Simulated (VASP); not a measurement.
# Pt (Fm-3m) in VASP: a series of runs, part 2 of 2

VASP 6.6.1. Earlier steps stand in the parts before.

**4. Relaxation of cell and atoms, PBEsol**

Contents of INCAR:

```
SYSTEM = Pt
  PREC = Accurate
  ENCUT = 600
  EDIFF = 1E-6
  ISMEAR = 0
  SIGMA = 0.1
  LREAL = .False.
  LASPH = .True.
  NELM = 100
  ALGO = Normal
  ISIF = 3
  LWAVE = .False.
  LCHARG = .False.
  GGA = PS
  IBRION = 2
  NSW = 80
  EDIFFG = -0.05
```

Contents of KPOINTS:

```
regular mesh
0
Gamma
  10 10 10
  0 0 0
```

Contents of POSCAR:

```
Pt
1.0
    0.0000000000      1.8687843642      1.8687843642
    1.8687843642      0.0000000000      1.8687843642
    1.8687843642      1.8687843642      0.0000000000
Pt
1
Direct
    0.0000000000      0.0000000000      0.0000000000
```

Potentials or basis: VASP PAW PBE potentials, release 64 (Pt).

Started as:

```sh
> cat potpaw_PBE.64/Pt/POTCAR > POTCAR
> mpirun -np 1 vasp_std > vasp.out
```

OUTCAR:

```text
SYSTEM = Pt
   PREC = Accurate
   ENCUT = 600
   EDIFF = 1E-6
   ISMEAR = 0
   LREAL = .False.
   LASPH = .True.
   NELM = 100
   ISIF = 3
   GGA = PS
   IBRION = 2
   NSW = 80
   EDIFFG = -0.05

 ion  position               nearest neighbor table
   1  0.000  0.000  0.000-

  LATTYP: Found a face centered cubic cell.
 ALAT       =     3.7375687284

  Lattice vectors:

 A1 = (   0.0000000000,   1.8687843642,   1.8687843642)
 A2 = (   1.8687843642,   0.0000000000,   1.8687843642)
 A3 = (   1.8687843642,   1.8687843642,   0.0000000000)

Analysis of symmetry for initial positions (statically):
=====================================================================
 Subroutine PRICEL returns:
 Original cell was already a primitive cell.

 Routine SETGRP: Setting up the symmetry group for a
 face centered cubic supercell.

 Subroutine GETGRP returns: Found 48 space group operations
 (whereof 48 operations were pure point group operations)
 out of a pool of 48 trial point group operations.

The static configuration has the point symmetry O_h .

Analysis of symmetry for dynamics (positions and initial velocities):
=====================================================================
 Subroutine PRICEL returns:
 Original cell was already a primitive cell.

 Routine SETGRP: Setting up the symmetry group for a
 face centered cubic supercell.

 Subroutine GETGRP returns: Found 48 space group operations
 (whereof 48 operations were pure point group operations)
 out of a pool of 48 trial point group operations.

The dynamic configuration has the point symmetry O_h .

 Subroutine INISYM returns: Found 48 space group operations
 (whereof 48 operations are pure point group operations),
 and found     1 'primitive' translations

----------------------------------------------------------------------------------------

                                     Primitive cell

  volume of cell :      13.0529
[... 115 lines left out ...]
   IVDW    =     0    specifies the selected vdW correction
   LEPSILON=     F    determine dielectric tensor
   LRPA    =     F    only Hartree local field effects (RPA)
 conjugate gradient relaxation of ions
 non-spin polarized calculation
 Gauss-broadening in eV      SIGMA  =   0.10
  energy-cutoff  :      600.00
  volume of cell :       13.05
 maximum number of plane-waves:       448
 NGX is ok and might be reduce to    24
   NGX = 11   NGY = 11   NGZ = 11

--------------------------------------- Ionic step        1  -------------------------------------------

 number of electron      10.0000000 magnetization

 number of electron       9.9999999 magnetization

 Free energy of the ion-electron system (eV)
  ---------------------------------------------------
  ext. energy  EPLUGINS =         0.00000000
  ---------------------------------------------------
  free energy    TOTEN  =        -6.63497139 eV

  energy without entropy =       -6.63108503  energy(sigma->0) =       -6.63302821

------------------------ aborting loop because EDIFF is reached ----------------------------------------

  FORCE on cell =-STRESS in cart. coord.  units (eV):
  Direction    XX          YY          ZZ          XY          YZ          ZX
  --------------------------------------------------------------------------------------
  -------------------------------------------------------------------------------------
  Total        4.8458447      4.8458447      4.8458447     -0.0000000      0.0000000      0.0000000
  in kB      594.8021077    594.8021077    594.8021077     -0.0000000      0.0000000      0.0000000
  external PRESSURE =     594.8021077 kB  Pullay stress =       0.0000000 kB
[... 22 lines left out ...]
--------------------------------------- Ionic step        2  -------------------------------------------

 number of electron       9.9999999 magnetization

 E-fermi :   3.9265     XC(G=0): -10.9011

 val. band max:        3.9148149332   @ k =  -0.4000   0.4000   0.0000
 cond. band min:       3.9399765445   @ k =   0.5000   0.2000   0.0000
 fundamental gap:      0.0251616112
 Fermi energy:         3.9265066296

 k-point     1 :       0.0000    0.0000    0.0000
  band No.  band energies     occupation
      1      -1.9807      2.00000
      2       2.2263      2.00000
      3       2.2263      2.00000
      4       2.2263      2.00000
      5       3.1866      2.00000
      6       3.1866      2.00000
      7      18.6657      0.00000
      8      20.9441      0.00000
      9      20.9441      0.00000
[... 380 lines left out ...]
--------------------------------------- Ionic step        5  -------------------------------------------

 number of electron      10.0000000 magnetization

 Free energy of the ion-electron system (eV)
  ---------------------------------------------------
  ext. energy  EPLUGINS =         0.00000000
  ---------------------------------------------------
  free energy    TOTEN  =        -6.95063166 eV

  energy without entropy =       -6.94493169  energy(sigma->0) =       -6.94778168

 E-fermi :  11.1894     XC(G=0): -13.6514

 val. band max:       11.1224709701   @ k =   0.4000   0.3000   0.0000
 cond. band min:      11.1941372890   @ k =   0.5000   0.5000   0.0000
 fundamental gap:      0.0716663188
 Fermi energy:        11.1893929309

 k-point     1 :       0.0000    0.0000    0.0000
  band No.  band energies     occupation
      1       0.8317      2.00000
      2       7.3466      2.00000
      3       7.3466      2.00000
      4       7.3466      2.00000
      5       9.5376      2.00000
      6       9.5376      2.00000
      7      25.7871      0.00000
      8      30.7646      0.00000
      9      30.7646      0.00000
[... 304 lines left out ...]
  FREE ENERGIE OF THE ION-ELECTRON SYSTEM (eV)
  ---------------------------------------------------
  free  energy   TOTEN  =        -6.9506316614 eV

  energy  without entropy=       -6.9449316932  energy(sigma->0) =       -6.94778168

 reached required accuracy - stopping structural energy minimisation
```

CONTCAR:

```text
Pt
   1.00000000000000
    -0.0000000000000000    1.9583502444835572    1.9583502444835572
     1.9583502444835572    0.0000000000000000    1.9583502444835572
     1.9583502444835572    1.9583502444835572    0.0000000000000000
  Pt
     1
Direct
     0.0000000000000000    0.0000000000000000    0.0000000000000000

  0.00000000E+00  0.00000000E+00  0.00000000E+00
```

Wall time 45 s (1 thread of Intel Xeon 8259CL, shared host); peak memory 0.16 GiB.

Results:

| Quantity | Value |
| --- | --- |
| Free energy | -6.9506 eV |
| Relaxed volume | 15.02 Å³/atom |
| Relaxed cell | a = 2.770 Å, b = 2.770 Å, c = 2.770 Å, α = 60.00°, β = 60.00°, γ = 60.00° |
| Space group after relaxing (to 0.05 Å) | Fm-3m (No. 225) |
| Energy gained by relaxing | 315.7 meV/atom |
| Ionic steps | 5 |
| Pressure after relaxing | 0.0 GPa |
| Band gap on the k mesh | zero (band 5 reaches 11.68 eV, above the bottom of band 6 at 9.46 eV) |

Step by step:
```tsv
step	energy change (eV)	largest force (eV/Å)	pressure (GPa)	volume (Å³)
1	0.0000	0.0000	59.48	13.05
2	1.5234	0.0000	-35.52	24.51
3	-0.2981	0.0000	-9.62	15.58
4	-0.3147	0.0000	-2.44	15.15
5	-0.3157	0.0000	0.04	15.02
```

Final structure:
```cif
data_structure
_symmetry_space_group_name_H-M 'P 1'
_symmetry_Int_Tables_number 1
_cell_length_a 2.7695
_cell_length_b 2.7695
_cell_length_c 2.7695
_cell_angle_alpha 60.000
_cell_angle_beta 60.000
_cell_angle_gamma 60.000
_cell_volume 15.02
loop_
_atom_site_label
_atom_site_type_symbol
_atom_site_fract_x
_atom_site_fract_y
_atom_site_fract_z
_atom_site_occupancy
Pt1 Pt 0.00000 0.00000 0.00000 1
```

Caveat: the volume moved by over 15 % at a fixed basis, so the end points are rough; the PAW data sets were made with another functional, which shifts forces and pressure a little; spin-orbit coupling is left out, which moves the levels of the heavy elements.

**5. Single point, PBEsol**

This run uses another cell than the first one, of 15.04 Å³/atom, 1.152 times its volume.

Contents of INCAR:

```
PREC = Accurate
ENCUT = 520
EDIFF = 1E-6
ISMEAR = 0
SIGMA = 0.1
LREAL = False
LASPH = True
NELM = 100
ALGO = Normal
ISIF = 2
LWAVE = False
LCHARG = False
GGA = PS
NBANDS = 11
```

Contents of KPOINTS:

```
Automatic mesh
0
Gamma
  18 18 18
```

Contents of POSCAR:

```
Pt
1.0
    0.0000000000      1.9590241281      1.9590241281
    1.9590241281      0.0000000000      1.9590241281
    1.9590241281      1.9590241281      0.0000000000
Pt
1
Direct
    0.0000000000      0.0000000000      0.0000000000
```

Potentials or basis: VASP PAW PBE potentials, release 64 (Pt).

Started as:

```sh
> cat potpaw_PBE.64/Pt/POTCAR > POTCAR
> mpirun -np 1 vasp_std > vasp.out
```

OUTCAR:

```text
PREC = Accurate
   ENCUT = 520
   EDIFF = 1E-6
   ISMEAR = 0
   LREAL = False
   LASPH = True
   NELM = 100
   ISIF = 2
   GGA = PS

 ion  position               nearest neighbor table
   1  0.000  0.000  0.000-

  LATTYP: Found a face centered cubic cell.
 ALAT       =     3.9180482562

  Lattice vectors:

 A1 = (   0.0000000000,   1.9590241281,   1.9590241281)
 A2 = (   1.9590241281,   0.0000000000,   1.9590241281)
 A3 = (   1.9590241281,   1.9590241281,   0.0000000000)

Analysis of symmetry for initial positions (statically):
=====================================================================
 Subroutine PRICEL returns:
 Original cell was already a primitive cell.

 Routine SETGRP: Setting up the symmetry group for a
 face centered cubic supercell.

 Subroutine GETGRP returns: Found 48 space group operations
 (whereof 48 operations were pure point group operations)
 out of a pool of 48 trial point group operations.

The static configuration has the point symmetry O_h .

Analysis of symmetry for dynamics (positions and initial velocities):
=====================================================================
 Subroutine PRICEL returns:
 Original cell was already a primitive cell.

 Routine SETGRP: Setting up the symmetry group for a
 face centered cubic supercell.

 Subroutine GETGRP returns: Found 48 space group operations
 (whereof 48 operations were pure point group operations)
 out of a pool of 48 trial point group operations.

The dynamic configuration has the point symmetry O_h .

 Subroutine INISYM returns: Found 48 space group operations
 (whereof 48 operations are pure point group operations),
 and found     1 'primitive' translations

----------------------------------------------------------------------------------------

                                     Primitive cell

  volume of cell :      15.0366
[... 106 lines left out ...]
     AMIX     =   0.40;   BMIX     =  1.00
     AMIX_MAG =   1.60;   BMIX_MAG =  1.00
  volume/ion in A,a.u.               =      15.04       101.47
  Fermi-wavevector in a.u.,A,eV,Ry     =   1.428976  2.700374 27.782736  2.041973
  Thomas-Fermi vector in A             =   2.548980
   LORBIT       =      0    0 simple, 1 ext, 2 COOP (PROOUT), +10 PAW based schemes
   GGA     = PS    functional components
   LHFCALC =     F    Hartree Fock is set to
   AEXX    =    0.0000 exact exchange contribution
   IVDW    =     0    specifies the selected vdW correction
   LEPSILON=     F    determine dielectric tensor
   LRPA    =     F    only Hartree local field effects (RPA)
 non-spin polarized calculation
 Gauss-broadening in eV      SIGMA  =   0.10
  energy-cutoff  :      520.00
  volume of cell :       15.04
 maximum number of plane-waves:       419
 NGX is ok and might be reduce to    24
   NGX = 11   NGY = 11   NGZ = 11

 number of electron      10.0000000 magnetization

 Free energy of the ion-electron system (eV)
  ---------------------------------------------------
  ext. energy  EPLUGINS =         0.00000000
  ---------------------------------------------------
  free energy    TOTEN  =        -6.96548482 eV

  energy without entropy =       -6.95484286  energy(sigma->0) =       -6.96016384

 E-fermi :  11.1548     XC(G=0): -13.6459

 val. band max:       11.1543340736   @ k =  -0.3333   0.3889   0.1111
 cond. band min:      11.1660941983   @ k =   0.3889   0.2222   0.0000
 fundamental gap:      0.0117601246
 Fermi energy:        11.1548395104

 k-point     1 :       0.0000    0.0000    0.0000
  band No.  band energies     occupation
      1       0.8238      2.00000
      2       7.3281      2.00000
      3       7.3281      2.00000
      4       7.3281      2.00000
      5       9.5169      2.00000
      6       9.5169      2.00000
      7      25.7697      0.00000
      8      30.7434      0.00000
      9      30.7434      0.00000
     10      30.7434      0.00000
     11      36.0530      0.00000
[... 309 lines left out ...]
 k-point    24 :      -0.2222    0.0556    0.0000
  band No.  band energies     occupation
      1       2.8793      2.00000
      2       6.8242      2.00000
      3       7.7249      2.00000
      4       7.7939      2.00000
      5       9.3154      2.00000
      6      10.0024      2.00000
      7      24.8113      0.00000
      8      27.6896      0.00000
      9      32.2116      0.00000
     10      33.6220      0.00000
     11      34.8801      0.00000

 [... further k-points ...]
[... 5 lines left out ...]
  --------------------------------------------------------------------------------------
  -------------------------------------------------------------------------------------
  Total       -0.0397619     -0.0397619     -0.0397619      0.0000000      0.0000000     -0.0000000
  in kB       -4.2367082     -4.2367082     -4.2367082      0.0000000      0.0000000     -0.0000000
  external PRESSURE =      -4.2367082 kB  Pullay stress =       0.0000000 kB

 VOLUME and BASIS-vectors are now :
 -----------------------------------------------------------------------------
  energy-cutoff  :      520.00
  volume of cell :       15.04
      direct lattice vectors                 reciprocal lattice vectors
     0.000000000  1.959024128  1.959024128    -0.255229118  0.255229118  0.255229118
     1.959024128  0.000000000  1.959024128     0.255229118 -0.255229118  0.255229118
     1.959024128  1.959024128  0.000000000     0.255229118  0.255229118 -0.255229118

 POSITION                                       TOTAL-FORCE (eV/Angst)
 -----------------------------------------------------------------------------------
      0.00000      0.00000      0.00000         0.000000      0.000000      0.000000
 -----------------------------------------------------------------------------------
    total drift:                               -0.000000      0.000000     -0.000000

  FREE ENERGIE OF THE ION-ELECTRON SYSTEM (eV)
  ---------------------------------------------------
  free  energy   TOTEN  =        -6.9654848159 eV

  energy  without entropy=       -6.9548428629  energy(sigma->0) =       -6.96016384
```

Wall time 18 s (1 thread of Intel Xeon Platinum 8488C (Sapphire Rapids), shared host); peak memory 0.16 GiB.

Results:

* Free energy: -6.9655 eV
* Pressure: -0.4 GPa
* Band gap on the k mesh: zero (band 5 reaches 11.65 eV, above the bottom of band 6 at 9.41 eV)

Levels at points of the mesh, in eV from the Fermi level:
```
           k point  band 1  band 2  band 3  band 4  band 5  band 6  band 7  band 8  band 9  band 10
(0.00, 0.00, 0.00)  -10.33   -3.83   -3.83   -3.83   -1.64   -1.64   14.61   19.59   19.59    19.59
(0.50, 0.00, 0.00)   -7.40   -3.89   -3.89   -0.56    0.04    0.04    5.82   14.17   18.96    18.96
(0.50, 0.50, 0.00)   -7.14   -6.68    0.02    0.49    0.49    1.70    8.86   11.34   11.34    20.13
```

Caveat: the PAW data sets were made with another functional, which shifts forces and pressure a little; spin-orbit coupling is left out, which moves the levels of the heavy elements.

**6. Relaxation of cell and atoms, PBEsol**

This run uses another cell than the first one, of 15.06 Å³/atom, 1.153 times its volume.

Contents of INCAR:

```
SYSTEM = Pt
PREC     = Accurate       ! precision mode
ENCUT    = 600            ! plane-wave cutoff, eV
EDIFF    = 1E-7           ! SCF threshold, eV
ISMEAR   = 0              ! smearing method
SIGMA    = 0.1            ! smearing width, eV
LREAL    = .False.        ! projectors in reciprocal space
LASPH    = .True.         ! aspherical terms in the spheres
NELM     = 80             ! most SCF steps
ALGO     = Fast           ! electronic algorithm
ISIF     = 3              ! what is computed and relaxed
LWAVE    = .False.        ! write WAVECAR
LCHARG   = .False.        ! write CHGCAR
GGA      = PS             ! functional
IBRION   = 2              ! ionic algorithm
NSW      = 80             ! ionic steps
EDIFFG   = -0.01          ! ionic threshold
```

Contents of KPOINTS:

```
regular mesh
0
Gamma
  18 18 18
  0 0 0
```

Contents of POSCAR:

```
Pt
1.0
    0.0000000000      1.9598876020      1.9598876020
    1.9598876020      0.0000000000      1.9598876020
    1.9598876020      1.9598876020      0.0000000000
Pt
1
Direct
    0.0000000000      0.0000000000      0.0000000000
```

Potentials or basis: VASP PAW PBE potentials, release 64 (Pt).

Started as:

```sh
> cat potpaw_PBE.64/Pt/POTCAR > POTCAR
> mpirun -np 1 vasp_std > vasp.out
```

Wall time 40 s (1 thread of Intel Xeon Platinum 8488C (Sapphire Rapids), shared host); peak memory 0.17 GiB.

It converged, with:

```yaml
Free_energy: -6.9655 eV
Relaxed_volume: 15.02 Å³/atom
Relaxed_cell: a = 2.769 Å, b = 2.769 Å, c = 2.769 Å, α = 60.00°, β = 60.00°, γ = 60.00°
Space_group_after_relaxing_to_0.05_Å: Fm-3m (No. 225)
Energy_gained_by_relaxing: 0.1 meV/atom
Ionic_steps: 3
Pressure_after_relaxing: 0.0 GPa
Band_gap_on_the_k_mesh: zero (band 5 reaches 11.67 eV, above the bottom of band 6 at 9.43 eV)
```

Final structure:
```yaml
crystal:
  lattice:
    - [0.00000, 1.95827, 1.95827]
    - [1.95827, 0.00000, 1.95827]
    - [1.95827, 1.95827, 0.00000]
  atoms:
    - { symbol: Pt, position: [0.00000, 0.00000, 0.00000] }
```

Levels at points of the mesh, in eV from the Fermi level:
| k point | band 1 | band 2 | band 3 | band 4 | band 5 | band 6 | band 7 | band 8 | band 9 |
| --- | --- | --- | --- | --- | --- | --- | --- | --- | --- |
| (0.00, 0.00, 0.00) | -10.34 | -3.83 | -3.83 | -3.83 | -1.64 | -1.64 | 14.61 | 19.59 | 19.59 |
| (0.50, 0.00, 0.00) | -7.42 | -3.89 | -3.89 | -0.57 | 0.04 | 0.04 | 5.83 | 14.17 | 18.97 |
| (0.50, 0.50, 0.00) | -7.16 | -6.69 | 0.02 | 0.49 | 0.49 | 1.70 | 8.87 | 11.35 | 11.35 |

Caveat: the PAW data sets were made with another functional, which shifts forces and pressure a little; spin-orbit coupling is left out, which moves the levels of the heavy elements.

**7. The runs side by side**

| task | cell | k mesh | cutoff (eV) | gap on the mesh (eV) | pressure (GPa) | relaxed volume (Å³/atom) |
| --- | --- | --- | --- | --- | --- | --- |
| single point | a = 2.643 Å, angles 60.0°, 1 atom | 8 × 8 × 8 | 520 | none | 58.1 | - |
| single point | a = 2.772 Å, angles 60.0°, 1 atom | 10 × 10 × 10 | 520 | none | -0.6 | - |
| relaxation of cell and atoms | relaxed from a = 2.643 Å, angles 60.0°, 1 atom | 10 × 10 × 10 | 600 | none | 0.0 | 15.02 |
| single point | a = 2.770 Å, angles 60.0°, 1 atom | 18 × 18 × 18 | 520 | none | -0.4 | - |
| relaxation of cell and atoms | relaxed from a = 2.772 Å, angles 60.0°, 1 atom | 18 × 18 × 18 | 600 | none | 0.0 | 15.02 |

Alike in all rows: level PBEsol; potentials or basis VASP PAW PBE potentials, release 64 (Pt); no spin polarisation; smearing gaussian 0.1 eV.

Caveats: some runs use coarse meshes; the PAW data sets were made with another functional, which shifts forces and pressure a little; spin-orbit coupling is left out, which moves the levels of the heavy elements; the volume moved by over 15 % at a fixed basis, so the end points are rough (some runs).

Total energies depend on the potentials used, so only differences within one code and one set of settings carry meaning.
